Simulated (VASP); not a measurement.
A run of VASP 6.6.1 is set up as follows.

File INCAR:

```
PREC     = Accurate       # precision mode
ENCUT    = 520            # plane-wave cutoff, eV
EDIFF    = 1E-7           # SCF threshold, eV
ISMEAR   = 1              # smearing method
SIGMA    = 0.05           # smearing width, eV
LREAL    = False          # projectors in reciprocal space
LASPH    = True           # aspherical terms in the spheres
NELM     = 80             # most SCF steps
ALGO     = Normal         # electronic algorithm
ISIF     = 2              # what is computed and relaxed
LWAVE    = False          # write WAVECAR
LCHARG   = False          # write CHGCAR
GGA      = PS             # functional
NBANDS   = 30             # bands
```

Contents of KPOINTS:

```
regular mesh
0
Gamma
  6 6 6
```

File POSCAR:

```
RbMgNbO3
1.0
    4.1075982116     -3.2211924148      0.0000000000
    4.1075982116      3.2211924148      0.0000000000
   -1.5785830165      0.0000000000      4.9759404912
Nb Rb Mg O
1 1 1 3
Direct
    0.0926169700      0.0926169700      0.9048465200
    0.4954889400      0.4954889400      0.4999296000
    0.8301258600      0.8301258600      0.1669181900
    0.4389676600      0.9377299000      0.0602667600
    0.9377299000      0.4389676600      0.0602667600
    0.9384036800      0.9384036800      0.5577721600
```

Potentials or basis: VASP PAW PBE potentials, release 64 (Nb_sv, Rb_sv, Mg, O).

Command:

```sh
$ cat potpaw_PBE.64/Nb_sv/POTCAR potpaw_PBE.64/Rb_sv/POTCAR potpaw_PBE.64/Mg/POTCAR potpaw_PBE.64/O/POTCAR > POTCAR
$ mpirun -np 1 vasp_std > vasp.out
```

Task: Estimate the largest force.

Result: 0.881 eV/Å.

Task: What does it give for the band gap on the k mesh?

Result: 1.85 eV, indirect (least direct gap 1.88 eV).

Task: Estimate the pressure.

Result: -2.8 GPa.

Forces on the atoms (eV/Å):
```
Nb   0.171  0.000 -0.097
Rb   0.031  0.000 -0.012
Mg  -0.109  0.000  0.057
O   -0.228  0.754 -0.375
O   -0.228 -0.754 -0.375
O    0.363  0.000  0.803
```

Caveat: the PAW data sets were made with another functional, which shifts forces and pressure a little. A k mesh can miss the band edges.
